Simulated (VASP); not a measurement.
# Cd4Se in VASP: a series of runs, part 2 of 2

VASP 6.6.1. Earlier steps stand in the parts before.

## Step 3: Relaxation of cell and atoms, PBE

This run uses another cell than the first one, of 24.13 Å³/atom.

File INCAR:

```
PREC     = Accurate       # precision mode
ENCUT    = 500            # plane-wave cutoff, eV
EDIFF    = 1E-7           # SCF threshold, eV
ISMEAR   = 0              # smearing method
SIGMA    = 0.2            # smearing width, eV
LREAL    = False          # projectors in reciprocal space
LASPH    = True           # aspherical terms in the spheres
NELM     = 120            # most SCF steps
ALGO     = Normal         # electronic algorithm
ISIF     = 3              # what is computed and relaxed
LWAVE    = False          # write WAVECAR
LCHARG   = False          # write CHGCAR
GGA      = PE             # functional
IBRION   = 2              # ionic algorithm
NSW      = 36             # ionic steps
EDIFFG   = -0.08          # ionic threshold
GGA_COMPAT= False        
NELMIN   = 4
```

File KPOINTS:

```
regular mesh
0
Gamma
  4 4 4
```

File POSCAR:

```
Cd4Se
1.0
    5.4671944000      0.0000000000      0.0000000000
   -2.7335972000      4.7347292300      0.0000000000
    0.0000000000      0.0000000000      4.6615558500
Cd Se
4 1
Direct
    0.5133310800      0.0000000000      0.5000000000
    0.0000000000      0.5133310800      0.5000000000
    0.4866689200      0.4866689200      0.5000000000
    0.0000000000      0.0000000000      0.0000000000
    0.0000000000      0.0000000000      0.5000000000
```

Potentials or basis: VASP PAW PBE potentials, release 64 (Cd, Se).

Run with:

```bash
cat potpaw_PBE.64/Cd/POTCAR potpaw_PBE.64/Se/POTCAR > POTCAR
mpirun -np 1 vasp_std > vasp.out
```

OUTCAR:

```text
PREC = Accurate
   ENCUT = 500
   EDIFF = 1E-7
   ISMEAR = 0
   LREAL = False
   LASPH = True
   NELM = 120
   ISIF = 3
   GGA = PE
   IBRION = 2
   NSW = 36
   EDIFFG = -0.08
   NELMIN = 4

 ion  position               nearest neighbor table
   1  0.513  0.000  0.500-   5 2.66   2 2.74   3 2.74   3 2.74   2 2.74   5 2.81   4 3.54   4 3.54
                             4 3.65   4 3.65
   2  0.000  0.513  0.500-   5 2.66   1 2.74   1 2.74   3 2.74   3 2.74   5 2.81   4 3.54   4 3.54
                             4 3.65   4 3.65
   3  0.487  0.487  0.500-   5 2.66   1 2.74   1 2.74   2 2.74   2 2.74   5 2.81   4 3.54   4 3.54
                             4 3.65   4 3.65
   4  0.000  0.000  0.000-   5 2.33   5 2.33   2 3.54   2 3.54   3 3.54   3 3.54   1 3.54   1 3.54
                             2 3.65   2 3.65   3 3.65   3 3.65   1 3.65   1 3.65
   5  0.000  0.000  0.500-   4 2.33   4 2.33   2 2.66   3 2.66   1 2.66   2 2.81   3 2.81   1 2.81

  LATTYP: Found a hexagonal cell.
 ALAT       =     5.4671944000
 C/A-ratio  =     0.8526413200

  Lattice vectors:

 A1 = (   5.4671944000,   0.0000000000,   0.0000000000)
 A2 = (  -2.7335972000,   4.7347292300,   0.0000000000)
 A3 = (   0.0000000000,   0.0000000000,   4.6615558500)

Analysis of symmetry for initial positions (statically):
=====================================================================
 Subroutine PRICEL returns:
 Original cell was already a primitive cell.

 Routine SETGRP: Setting up the symmetry group for a
 hexagonal supercell.

 Subroutine GETGRP returns: Found 12 space group operations
 (whereof 12 operations were pure point group operations)
 out of a pool of 24 trial point group operations.

The static configuration has the point symmetry D_3h.

Analysis of symmetry for dynamics (positions and initial velocities):
=====================================================================
 Subroutine PRICEL returns:
 Original cell was already a primitive cell.

 Routine SETGRP: Setting up the symmetry group for a
 hexagonal supercell.

 Subroutine GETGRP returns: Found 12 space group operations
 (whereof 12 operations were pure point group operations)
 out of a pool of 24 trial point group operations.

The dynamic configuration has the point symmetry D_3h.

 Subroutine INISYM returns: Found 12 space group operations
 (whereof 12 operations are pure point group operations),
[... 97 lines left out ...]
   POTIM  = 0.5000    time-step for ionic-motion
   TEBEG  =    0.0;   TEEND  =   0.0 temperature during run
   PSTRESS=    0.0 pullay stress
   NELECT =      54.0000    total number of electrons
   NUPDOWN=      -1.0000    fix difference up-down
   EMIN   =  10.00;   EMAX   =-10.00  energy-range for DOS
   EFERMI =   0.00;   METHOD = LEGACY
   ISMEAR =     0;   SIGMA  =   0.20  broadening in eV -4-tet -1-fermi 0-gaus
   EFERMI_NEDOS =   21; number of points for ismear=-14 and -15
   IALGO  =     38    algorithm
   IMIX   =      4    mixing-type and parameters
     AMIX     =   0.40;   BMIX     =  1.00
     AMIX_MAG =   1.60;   BMIX_MAG =  1.00
  volume/ion in A,a.u.               =      24.13       162.86
  Fermi-wavevector in a.u.,A,eV,Ry     =   1.252206  2.366327 21.334217  1.568021
  Thomas-Fermi vector in A             =   2.386118
   LORBIT       =      0    0 simple, 1 ext, 2 COOP (PROOUT), +10 PAW based schemes
   GGA     = PE    functional components
   LHFCALC =     F    Hartree Fock is set to
   AEXX    =    0.0000 exact exchange contribution
   IVDW    =     0    specifies the selected vdW correction
   LEPSILON=     F    determine dielectric tensor
   LRPA    =     F    only Hartree local field effects (RPA)
 conjugate gradient relaxation of ions
 non-spin polarized calculation
 Gauss-broadening in eV      SIGMA  =   0.20
  energy-cutoff  :      500.00
  volume of cell :      120.67
 maximum number of plane-waves:      3084
 NGX is ok and might be reduce to    40
   NGX = 19   NGY = 19   NGZ = 17

--------------------------------------- Ionic step        1  -------------------------------------------

 number of electron      54.0000012 magnetization

 Free energy of the ion-electron system (eV)
  ---------------------------------------------------
  ext. energy  EPLUGINS =         0.00000000
  ---------------------------------------------------
  free energy    TOTEN  =        -2.96526708 eV

  energy without entropy =       -2.94558033  energy(sigma->0) =       -2.95542371

 E-fermi :   3.1923     XC(G=0): -10.0007

 val. band max:        3.1017912091   @ k =   0.0000   0.0000   0.2500
 cond. band min:       3.1950081683   @ k =   0.5000   0.0000   0.2500
 fundamental gap:      0.0932169593
 Fermi energy:         3.1922853996

 k-point     1 :       0.0000    0.0000    0.0000
  band No.  band energies     occupation
      1     -13.4757      2.00000
      2      -7.8986      2.00000
      3      -7.5447      2.00000
      4      -7.5447      2.00000
      5      -7.1423      2.00000
      6      -7.1423      2.00000
[... 642 lines left out ...]
--------------------------------------- Ionic step        7  -------------------------------------------

 number of electron      53.9999979 magnetization

 Free energy of the ion-electron system (eV)
  ---------------------------------------------------
  ext. energy  EPLUGINS =         0.00000000
  ---------------------------------------------------
  free energy    TOTEN  =        -5.18564175 eV

  energy without entropy =       -5.13290574  energy(sigma->0) =       -5.15927375

 E-fermi :   0.7267     XC(G=0):  -8.0382

 val. band max:        0.7264902801   @ k =   0.5000   0.0000   0.5000
 cond. band min:       0.7484279622   @ k =   0.0000   0.0000   0.2500
 fundamental gap:      0.0219376821
 Fermi energy:         0.7266561874

 k-point     1 :       0.0000    0.0000    0.0000
  band No.  band energies     occupation
      1     -12.9713      2.00000
      2      -9.2443      2.00000
      3      -8.9798      2.00000
      4      -8.9798      2.00000
      5      -8.7535      2.00000
      6      -8.5191      2.00000
[... 441 lines left out ...]
  FREE ENERGIE OF THE ION-ELECTRON SYSTEM (eV)
  ---------------------------------------------------
  free  energy   TOTEN  =        -5.1856417539 eV

  energy  without entropy=       -5.1329057418  energy(sigma->0) =       -5.15927375

 reached required accuracy - stopping structural energy minimisation
```

CONTCAR:

```text
Cd4Se
   1.00000000000000
     5.9143619965704062   -0.0000000000000000    0.0000000000000000
    -2.9571809982852031    5.1219877267157177   -0.0000000000000000
    -0.0000000000000000   -0.0000000000000000    5.9373660602206524
  Cd              Se
     4     1
Direct
     0.5094023210483569    0.0000000000000000    0.5000000000000000
     0.0000000000000343    0.5094023210484254    0.5000000000000000
     0.4905976789516087    0.4905976789515744    0.5000000000000000
     0.0000000000000000    0.0000000000000000    0.0000000000000000
     0.0000000000000000    0.0000000000000000    0.5000000000000000

  0.00000000E+00  0.00000000E+00  0.00000000E+00
  0.00000000E+00  0.00000000E+00  0.00000000E+00
  0.00000000E+00  0.00000000E+00  0.00000000E+00
  0.00000000E+00  0.00000000E+00  0.00000000E+00
  0.00000000E+00  0.00000000E+00  0.00000000E+00
```

Wall time 6.3 min (1 thread of AMD EPYC 7R13, shared host); peak memory 0.22 GiB.

Results:

```yaml
Free_energy: -5.1856 eV
Relaxed_volume: 35.97 Å³/atom
Relaxed_cell: a = 5.914 Å, b = 5.914 Å, c = 5.937 Å, α = 90.00°, β = 90.00°, γ = 120.00°
Space_group_after_relaxing_to_0.1_Å: P-62m (No. 189)
Energy_gained_by_relaxing: 444.1 meV/atom
Ionic_steps: 7
Pressure_after_relaxing: 0.1 GPa
Largest_force_after_relaxing: 0.024 eV/Å
Band_gap_on_the_k_mesh: zero (bands 27 and 28 overlap by 0.12 eV)
```

Forces on the atoms (eV/Å):
```
Cd  -0.024  0.000  0.000
Cd   0.012 -0.020  0.000
Cd   0.012  0.020  0.000
Cd   0.000  0.000  0.000
Se   0.000  0.000  0.000
```

Step by step:
| step | energy change (eV) | largest force (eV/Å) | pressure (GPa) | volume (Å³) |
| --- | --- | --- | --- | --- |
| 1 | 0.0000 | 0.3251 | 19.22 | 120.67 |
| 2 | -2.0438 | 0.0060 | -0.68 | 178.59 |
| 3 | -2.0483 | 0.0273 | 0.35 | 169.35 |
| 4 | -2.0537 | 0.0168 | -0.14 | 173.43 |
| 5 | -2.1176 | 0.0163 | -0.02 | 173.55 |
| 6 | -2.2039 | 0.0389 | 0.76 | 173.19 |
| 7 | -2.2204 | 0.0236 | 0.14 | 179.86 |

Final structure:
```xyz
5
Lattice="5.9144 0.0000 0.0000 -2.9572 5.1220 0.0000 0.0000 0.0000 5.9374" Properties=species:S:1:pos:R:3 pbc="T T T"
Cd    3.0128    0.0000    2.9687
Cd   -1.5064    2.6092    2.9687
Cd    1.4508    2.5128    2.9687
Cd    0.0000    0.0000    0.0000
Se    0.0000    0.0000    2.9687
```

Levels at points of the mesh, in eV from the Fermi level:
```
           k point  band 24  band 25  band 26  band 27  band 28  band 29  band 30  band 31
(0.00, 0.00, 0.00)    -4.18    -3.67    -1.83    -0.90    -0.03    -0.03     1.31     3.53
(0.50, 0.00, 0.00)    -3.70    -3.33    -1.76    -0.12     1.13     1.55     1.63     2.18
(0.00, 0.00, 0.50)    -4.06    -4.06    -0.83     0.08     0.08     0.21     1.76     2.72
(0.50, 0.00, 0.50)    -4.04    -3.57    -0.55     0.00     0.95     1.42     1.68     1.83
```

Caveat: the volume moved by over 15 % at a fixed basis, so the end points are rough; semilocal functionals underestimate gaps, so a narrow gap can read as zero.
